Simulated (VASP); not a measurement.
**LiTlS2: single point with PBE**

LiTlS2:

```
CELL_PARAMETERS angstrom
4.14929 0.00000 0.00000
0.00000 4.14929 0.00000
0.00000 0.00000 5.81354
ATOMIC_POSITIONS crystal
Li 0.00000 0.00000 0.00000
S 0.00000 0.50000 0.22960
S 0.50000 0.00000 0.77040
Tl 0.50000 0.50000 0.50000
```

This cell differs from its parent crystal: volume changed by +3%.

```
Program                : VASP 6.6.1
Task                   : single point
Functional             : PBE
Potentials or basis    : VASP PAW PBE potentials, release 64 (Li_sv, S, Tl_d)
Cutoff                 : 520 eV
k mesh                 : 6 × 6 × 4
Occupations            : gaussian, width 0.01 eV
Spin                   : no spin polarisation
Dipole correction      : no
Further INCAR settings : ALGO = Normal; EDIFF = 1e-07; NBANDS = 22
```

```
Largest force          : 0.127 eV/Å
Band gap on the k mesh : 0.78 eV, direct
```

Forces on the atoms (eV/Å):
```
Li   0.000  0.000  0.000
S    0.000  0.000  0.127
S    0.000  0.000 -0.127
Tl   0.000  0.000  0.000
```

Levels at points of the mesh, in eV from the valence-band top:
```csv
k point,band 11,band 12,band 13,band 14,band 15,band 16,band 17,band 18
"(0.00, 0.00, 0.00)",-1.53,-0.19,0.00,0.00,0.78,3.77,5.86,6.40
"(0.50, 0.00, 0.00)",-1.85,-1.45,-0.87,-0.40,2.39,5.75,5.84,6.91
"(0.50, 0.50, 0.00)",-1.73,-1.54,-1.54,-0.96,2.03,3.78,3.78,7.17
"(0.00, 0.00, 0.50)",-1.09,-1.09,-0.59,-0.59,2.20,3.91,5.60,7.21
"(0.50, 0.00, 0.50)",-0.82,-0.75,-0.47,-0.39,1.19,5.37,6.25,6.59
"(0.50, 0.50, 0.50)",-1.84,-1.84,-1.48,-1.29,3.19,5.51,5.51,7.65
```

Run time: 35 s on 1 thread of AMD EPYC 9R45 96-Core Processor (Zen 5), with other jobs on the host, peak memory 0.21 GiB.

Caveat: spin-orbit coupling is left out, which moves the levels of the heavy elements. A k mesh can miss the band edges.
